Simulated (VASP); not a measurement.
# Te2Mo in VASP: further runs

The runs below take Te2Mo through single point, with PBE+D3(BJ).

Everything below comes from runs of VASP 6.6.1. Logs are shortened: lines on timing, memory, paths and dates and some standing lists are left out, and cuts for length are marked.

**1. The cell of the first run**

The cell holds a slab with vacuum, 3 atoms: a = 3.410 Å, b = 3.410 Å, c = 33.270 Å, α = 90.00°, β = 90.00°, γ = 120.00°.

**2. Single point, PBE+D3(BJ)**

INCAR reads:

```
SYSTEM = Te2Mo
PREC = Accurate ; ENCUT = 520
EDIFF = 1E-6 ; ISMEAR = 0
SIGMA = 0.02 ; LREAL = .False.
LASPH = .True. ; NELM = 60
ALGO = Normal ; ISIF = 2
LWAVE = .False. ; LCHARG = .True.
LDIPOL = .True. ; IDIPOL = 3
DIPOL = 0.5 0.5 0.500 ; GGA = PE
IVDW = 12 ; LELF = .True.
LVHAR = .True. ; LVACPOTAV = .True.
NBANDS = 20
```

KPOINTS reads:

```
regular mesh
0
Gamma
  9 9 1
  0 0 0
```

POSCAR reads:

```
Te2Mo
1.0
    3.4100000000      0.0000000000      0.0000000000
   -1.7050000000      2.9531466269      0.0000000000
    0.0000000000      0.0000000000     33.2698832047
Te Mo
2 1
Direct
    0.3333333333      0.6666666667      0.4397052287
    0.3333333333      0.6666666667      0.5602947713
    0.6666666667      0.3333333333      0.5000000000
```

Potentials or basis: VASP PAW PBE potentials, release 64 (Te, Mo_sv).

Launch:

```bash
$ cat potpaw_PBE.64/Te/POTCAR potpaw_PBE.64/Mo_sv/POTCAR > POTCAR
$ mpirun -np 1 vasp_std > vasp.out
```

OUTCAR:

```text
SYSTEM = Te2Mo
   PREC = Accurate
   ENCUT = 520
   EDIFF = 1E-6
   ISMEAR = 0
   LREAL = .False.
   LASPH = .True.
   NELM = 60
   ISIF = 2
   GGA = PE
   IVDW = 12
 IVDW          = 12

 ion  position               nearest neighbor table
   1  0.333  0.667  0.440-   3 2.81   3 2.81   3 2.81
   2  0.333  0.667  0.560-   3 2.81   3 2.81   3 2.81
   3  0.667  0.333  0.500-   1 2.81   2 2.81   1 2.81   2 2.81   1 2.81   2 2.81

  LATTYP: Found a hexagonal cell.
 ALAT       =     3.4100000000
 C/A-ratio  =     9.7565639896

  Lattice vectors:

 A1 = (   3.4100000000,   0.0000000000,   0.0000000000)
 A2 = (  -1.7050000000,   2.9531466269,   0.0000000000)
 A3 = (   0.0000000000,   0.0000000000,  33.2698832047)

Analysis of symmetry for initial positions (statically):
=====================================================================
 Subroutine PRICEL returns:
 Original cell was already a primitive cell.

 Routine SETGRP: Setting up the symmetry group for a
 hexagonal supercell.

 Subroutine GETGRP returns: Found 12 space group operations
 (whereof 12 operations were pure point group operations)
 out of a pool of 24 trial point group operations.

The static configuration has the point symmetry D_3h.

Analysis of symmetry for dynamics (positions and initial velocities):
=====================================================================
 Subroutine PRICEL returns:
 Original cell was already a primitive cell.

 Routine SETGRP: Setting up the symmetry group for a
 hexagonal supercell.

 Subroutine GETGRP returns: Found 12 space group operations
 (whereof 12 operations were pure point group operations)
 out of a pool of 24 trial point group operations.

The dynamic configuration has the point symmetry D_3h.

 Subroutine INISYM returns: Found 12 space group operations
 (whereof 12 operations are pure point group operations),
 and found     1 'primitive' translations

----------------------------------------------------------------------------------------

                                     Primitive cell

  volume of cell :     335.0354

  direct lattice vectors                    reciprocal lattice vectors
     3.410000000  0.000000000  0.000000000     0.293255132  0.169310929  0.000000000
    -1.705000000  2.953146627  0.000000000     0.000000000  0.338621859  0.000000000
     0.000000000  0.000000000 33.269883205     0.000000000  0.000000000  0.030057214

  length of vectors
     3.410000000  3.410000000 33.269883205     0.338621859  0.338621859  0.030057214

  position of ions in fractional coordinates (direct lattice)
     0.333333333  0.666666667  0.439705229
     0.333333333  0.666666667  0.560294771
     0.666666667  0.333333333  0.500000000

  ion indices of the primitive-cell ions
   primitive index   ion index
                 1           1
                 2           2
                 3           3

----------------------------------------------------------------------------------------

 KPOINTS: regular mesh

Automatic generation of k-mesh.
 Grid dimensions read from file:
 generate k-points for:    9    9    1

 Generating k-lattice:

  Cartesian coordinates                     Fractional coordinates (reciprocal lattice)
     0.032583904  0.018812325  0.000000000     0.111111111  0.000000000  0.000000000
     0.000000000  0.037624651  0.000000000     0.000000000  0.111111111  0.000000000
     0.000000000  0.000000000  0.030057214     0.000000000  0.000000000  1.000000000

  Length of vectors
     0.037624651  0.037624651  0.030057214

  Shift w.r.t. Gamma in fractional coordinates (k-lattice)
     0.000000000  0.000000000  0.000000000

 Subroutine IBZKPT returns following result:
 ===========================================

 Found     12 irreducible k-points:

 Following reciprocal coordinates:
            Coordinates               Weight
  0.000000  0.000000  0.000000      1.000000
  0.111111  0.000000  0.000000      6.000000
  0.222222  0.000000  0.000000      6.000000
  0.333333 -0.000000  0.000000      6.000000
  0.444444  0.000000  0.000000      6.000000
  0.111111  0.111111  0.000000      6.000000
  0.222222  0.111111  0.000000     12.000000
  0.333333  0.111111  0.000000     12.000000
  0.444444  0.111111  0.000000      6.000000
  0.222222  0.222222  0.000000      6.000000
  0.333333  0.222222  0.000000     12.000000
  0.333333  0.333333  0.000000      2.000000
   k-points           NKPTS =     12   k-points in BZ     NKDIM =     12   number of bands    NBANDS=     20
   number of dos      NEDOS =    301   number of ions     NIONS =      3
   total plane-waves  NPLWV = 196000
   dimension x,y,z NGX =    28 NGY =   28 NGZ =  250
   dimension x,y,z NGXF=    56 NGYF=   56 NGZF=  500
   ions per type =               2   1
   NGX,Y,Z   is equivalent  to a cutoff of  13.65, 13.65, 12.49 a.u.
   NGXF,Y,Z  is equivalent  to a cutoff of  27.30, 27.30, 24.98 a.u.
 SYSTEM =  Te2Mo
   PREC   = accura    normal or accurate (medium, high low for compatibility)
   ISTART =      0    job   : 0-new  1-cont  2-samecut
   ICHARG =      2    charge: 1-file 2-atom 10-const
   ISPIN  =      1    spin polarized calculation?
   LNONCOLLINEAR =      F non collinear calculations
   LSORBIT =      F    spin-orbit coupling
   LASPH  =      T    aspherical Exc in radial PAW
   ENCUT  =  520.0 eV  38.22 Ry    6.18 a.u.   6.34  6.34 61.86*2*pi/ulx,y,z
   NELM   =     60;   NELMIN=  2; NELMDL= -5     # of ELM steps
   EDIFF  = 0.1E-05   stopping-criterion for ELM
   LREAL  =      F    real-space projection
   EDIFFG = 0.1E-04   stopping-criterion for IOM
   NSW    =      0    number of steps for IOM
   IBRION =     -1    ionic relax: 0-MD 1-quasi-New 2-CG
   NFREE  =      0    steps in history (QN), initial steepest desc. (CG)
   ISIF   =      2    stress and relaxation
   ISYM   =      2    0-nonsym 1-usesym 2-fastsym
   POTIM  = 0.5000    time-step for ionic-motion
   TEBEG  =    0.0;   TEEND  =   0.0 temperature during run
   PSTRESS=    0.0 pullay stress
   NELECT =      26.0000    total number of electrons
   NUPDOWN=      -1.0000    fix difference up-down
   EMIN   =  10.00;   EMAX   =-10.00  energy-range for DOS
   EFERMI =   0.00;   METHOD = LEGACY
   ISMEAR =     0;   SIGMA  =   0.02  broadening in eV -4-tet -1-fermi 0-gaus
   EFERMI_NEDOS =   21; number of points for ismear=-14 and -15
   IALGO  =     38    algorithm
   IMIX   =      4    mixing-type and parameters
     AMIX     =   0.40;   BMIX     =  1.00
     AMIX_MAG =   1.60;   BMIX_MAG =  1.00
  volume/ion in A,a.u.               =     111.68       753.64
  Fermi-wavevector in a.u.,A,eV,Ry     =   0.698290  1.319576  6.634319  0.487609
  Thomas-Fermi vector in A             =   1.781853
   LORBIT       =      0    0 simple, 1 ext, 2 COOP (PROOUT), +10 PAW based schemes
   GGA     = PE    functional components
   LHFCALC =     F    Hartree Fock is set to
   AEXX    =    0.0000 exact exchange contribution
   IVDW    =    12    specifies the selected vdW correction
   LEPSILON=     F    determine dielectric tensor
   LRPA    =     F    only Hartree local field effects (RPA)
 non-spin polarized calculation
 Gauss-broadening in eV      SIGMA  =   0.02
  energy-cutoff  :      520.00
  volume of cell :      335.04
 maximum number of plane-waves:      9053
 NGX is ok and might be reduce to    28
   NGX = 13   NGY = 13   NGZ =123

 dipolmoment           0.000000      0.000000      0.000000 electrons x Angstroem

 number of electron      26.0000001 magnetization

 dipolmoment           0.000000      0.000000     -0.000000 electrons x Angstroem

 Free energy of the ion-electron system (eV)
  ---------------------------------------------------
  ext. energy  EPLUGINS =         0.00000000
  ---------------------------------------------------
  free energy    TOTEN  =       -17.66826500 eV

  energy without entropy =      -17.66826500  energy(sigma->0) =      -17.66826500

 E-fermi :  -1.4001     XC(G=0):  -2.7077

 val. band max:       -1.4957498415   @ k =   0.4444   0.0000   0.0000
 cond. band min:      -0.8671432730   @ k =   0.2222   0.1111   0.0000
 fundamental gap:      0.6286065685
 Fermi energy:        -1.4001036447

 k-point     1 :       0.0000    0.0000    0.0000
  band No.  band energies     occupation
      1     -62.4457      2.00000
      2     -36.6520      2.00000
      3     -36.3875      2.00000
      4     -36.3875      2.00000
      5     -14.5203      2.00000
      6     -13.9392      2.00000
[... 12 lines left out ...]
     19       2.3423      0.00000
     20       2.8458      0.00000

 k-point     2 :       0.1111    0.0000    0.0000
  band No.  band energies     occupation
      1     -62.4441      2.00000
      2     -36.6484      2.00000
      3     -36.4068      2.00000
      4     -36.3921      2.00000
      5     -14.3301      2.00000
      6     -13.7851      2.00000
[... 12 lines left out ...]
     19       2.5735      0.00000
     20       3.0599      0.00000

 k-point     3 :       0.2222    0.0000    0.0000
  band No.  band energies     occupation
      1     -62.4400      2.00000
      2     -36.6392      2.00000
      3     -36.4553      2.00000
      4     -36.4038      2.00000
      5     -13.7842      2.00000
      6     -13.3443      2.00000
[... 12 lines left out ...]
     19       3.2221      0.00000
     20       3.6894      0.00000

 k-point     4 :       0.3333   -0.0000    0.0000
  band No.  band energies     occupation
      1     -62.4354      2.00000
      2     -36.6287      2.00000
      3     -36.5100      2.00000
      4     -36.4170      2.00000
      5     -12.9830      2.00000
      6     -12.7084      2.00000
[... 12 lines left out ...]
     19       4.0359      0.00000
     20       4.0962      0.00000

 k-point     5 :       0.4444    0.0000    0.0000
  band No.  band energies     occupation
      1     -62.4324      2.00000
      2     -36.6218      2.00000
      3     -36.5454      2.00000
      4     -36.4256      2.00000
      5     -12.2424      2.00000
      6     -12.1491      2.00000
[... 12 lines left out ...]
     19       4.0350      0.00000
     20       4.3100      0.00000

 k-point     6 :       0.1111    0.1111    0.0000
  band No.  band energies     occupation
      1     -62.4413      2.00000
      2     -36.6419      2.00000
      3     -36.4390      2.00000
      4     -36.4019      2.00000
      5     -13.9615      2.00000
      6     -13.4870      2.00000
[... 12 lines left out ...]
     19       3.0234      0.00000
     20       3.4827      0.00000

 k-point     7 :       0.2222    0.1111    0.0000
  band No.  band energies     occupation
      1     -62.4369      2.00000
      2     -36.6321      2.00000
      3     -36.4866      2.00000
      4     -36.4183      2.00000
      5     -13.2809      2.00000
      6     -12.9412      2.00000
[... 12 lines left out ...]
     19       3.8404      0.00000
     20       4.3149      0.00000

 k-point     8 :       0.3333    0.1111    0.0000
  band No.  band energies     occupation
      1     -62.4331      2.00000
      2     -36.6234      2.00000
      3     -36.5280      2.00000
      4     -36.4329      2.00000
      5     -12.4694      2.00000
      6     -12.3101      2.00000
[... 12 lines left out ...]
     19       4.2777      0.00000
     20       4.5602      0.00000

 k-point     9 :       0.4444    0.1111    0.0000
  band No.  band energies     occupation
      1     -62.4316      2.00000
      2     -36.6200      2.00000
      3     -36.5442      2.00000
      4     -36.4387      2.00000
      5     -12.0342      2.00000
      6     -11.9893      2.00000
[... 12 lines left out ...]
     19       4.4980      0.00000
     20       4.9977      0.00000

 k-point    10 :       0.2222    0.2222    0.0000
  band No.  band energies     occupation
      1     -62.4334      2.00000
      2     -36.6241      2.00000
      3     -36.5131      2.00000
      4     -36.4439      2.00000
      5     -12.5648      2.00000
      6     -12.3769      2.00000
[... 12 lines left out ...]
     19       4.2928      0.00000
     20       4.6709      0.00000

 k-point    11 :       0.3333    0.2222    0.0000
  band No.  band energies     occupation
      1     -62.4311      2.00000
      2     -36.6188      2.00000
      3     -36.5258      2.00000
      4     -36.4651      2.00000
      5     -11.9446      2.00000
      6     -11.9049      2.00000
[... 12 lines left out ...]
     19       4.4708      0.00000
     20       4.8549      0.00000

 k-point    12 :       0.3333    0.3333    0.0000
  band No.  band energies     occupation
      1     -62.4302      2.00000
      2     -36.6170      2.00000
      3     -36.5069      2.00000
      4     -36.4958      2.00000
      5     -11.7265      2.00000
      6     -11.7147      2.00000
[... 12 lines left out ...]
     19       3.4831      0.00000
     20       5.0639      0.00000

------------------------ aborting loop because EDIFF is reached ----------------------------------------

 Edisp (eV)   -1.21378

 E8    (eV) :    -0.5879

  FORCE on cell =-STRESS in cart. coord.  units (eV):
  Direction    XX          YY          ZZ          XY          YZ          ZX
  --------------------------------------------------------------------------------------
  -------------------------------------------------------------------------------------
  Total      -0.29860    -0.29860    -6.77108     0.00000     0.00000     0.00000
  in kB      -1.42793    -1.42793   -32.38009     0.00000     0.00000     0.00000
  external pressure =      -11.75 kB  Pullay stress =        0.00 kB

 VOLUME and BASIS-vectors are now :
 -----------------------------------------------------------------------------
  energy-cutoff  :      520.00
  volume of cell :      335.04
      direct lattice vectors                 reciprocal lattice vectors
     3.410000000  0.000000000  0.000000000     0.293255132  0.169310929  0.000000000
    -1.705000000  2.953146627  0.000000000     0.000000000  0.338621859  0.000000000
     0.000000000  0.000000000 33.269883205     0.000000000  0.000000000  0.030057214

 POSITION                                       TOTAL-FORCE (eV/Angst)
 -----------------------------------------------------------------------------------
     -0.00000      1.96876     14.62894        -0.000000     -0.000000      1.684934
     -0.00000      1.96876     18.64094        -0.000000      0.000000     -1.684934
      1.70500      0.98438     16.63494         0.000000     -0.000000      0.000000
 -----------------------------------------------------------------------------------
    total drift:                               -0.000000      0.000000      0.000000

  FREE ENERGIE OF THE ION-ELECTRON SYSTEM (eV)
  ---------------------------------------------------
  free  energy   TOTEN  =       -18.8820492360 eV

  energy  without entropy=      -18.8820492360  energy(sigma->0) =      -18.88204924

 vacuum level on the upper side and lower side of the slab         2.832         2.832
```

Wall time 1.9 min (1 thread of Intel Xeon 6975P-C (Granite Rapids), shared host); peak memory 0.47 GiB.

What came out:

| Item | Value |
| --- | --- |
| Free energy | -18.8820 eV |
| Largest force | 1.685 eV/Å |
| Band gap on the k mesh | 0.63 eV, indirect (least direct gap 1.06 eV) |
| Dispersion energy per atom | -0.405 eV |

Forces in eV/Å, atoms in the order of the input:
```
Te   0.000  0.000  1.685
Te   0.000  0.000 -1.685
Mo   0.000  0.000  0.000
```

Caveat: spin-orbit coupling is left out, which moves the levels of the heavy elements.

[end of part 1 of 2]
